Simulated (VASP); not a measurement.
**LuSe: single point with PBEsol**

LuSe, a slab with vacuum:

```
CELL_PARAMETERS angstrom
3.94283 0.00000 0.00000
1.97141 3.41459 0.00000
0.00000 0.00000 14.82896
ATOMIC_POSITIONS crystal
Lu 0.00000 0.00000 0.33718
Lu 0.33333 0.33333 0.55427
Se 0.66667 0.66667 0.44573
Se 0.00000 0.00000 0.66282
```

```yaml
Program: VASP 6.6.1
Task: single point
Functional: PBEsol
Potentials_or_basis: VASP PAW PBE potentials, release 64 (Lu, Se)
Cutoff: 520 eV
k_mesh: 5 × 5 × 1
Occupations: fermi-dirac, width 0.1 eV
Spin: no spin polarisation
```

| Quantity | Value |
| --- | --- |
| Largest force | 2.264 eV/Å |
| Band gap on the k mesh | 0.03 eV, indirect (least direct gap 0.33 eV) |

Forces on the atoms (eV/Å):
```
Lu   0.000  0.000 -0.512
Lu   0.000  0.000  2.264
Se   0.000  0.000 -0.445
Se   0.000  0.000 -1.308
```

Levels at points of the mesh, in eV from the valence-band top:
```csv
k point,band 29,band 30,band 31,band 32,band 33,band 34
"(0.00, 0.00, 0.00)",-0.55,-0.54,-0.54,0.79,1.29,1.29
```

Wall time 100 s on 1 thread of Intel(R) Xeon(R) Platinum 8259CL CPU @ 2.50GHz (Skylake/Cascade Lake) (shared host), peak memory 0.32 GiB.

Caveat: the PAW data sets were made with another functional, which shifts forces and pressure a little; spin-orbit coupling is left out, which moves the levels of the heavy elements.
